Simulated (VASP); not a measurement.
System: Ru.

```xyz
1
Lattice="14.0000 0.0000 0.0000 0.0000 14.4000 0.0000 0.0000 0.0000 14.8000" Properties=species:S:1:pos:R:3 pbc="T T T"
Ru    7.0000    7.2000    7.4000
```

Base run:

```yaml
Program: VASP 6.6.1
Functional: PBE
Potentials_or_basis: VASP PAW PBE potentials, release 64 (Ru_pv)
Cutoff: 520 eV
k_mesh: 1 × 1 × 1
Occupations: fermi-dirac, width 0.01 eV
Spin: collinear spin, ferromagnetic start
Starting_moments: "[4.0] μB"
```

Its results: band gap on the k mesh 0.81 eV; pressure 0.0 GPa; net moment 4.00 μB per cell; site moments Ru +2.89 μB.

The run is repeated on the same cell with these changes: functional from PBE to PBE0; further incar settings from ALGO = Normal; EDIFF = 1e-07; NBANDS = 17; ISYM = 0 to ALGO = Normal; EDIFF = 1e-06; NBANDS = 17; ISYM = 0. What comes out?

Band gap on the k mesh 3.05 eV; pressure 0.0 GPa; net moment 4.00 μB per cell; site moments Ru +2.91 μB.

Caveats: the PAW data sets were made with another functional, which shifts forces and pressure a little (at least some runs).

A k mesh can miss the band edges.
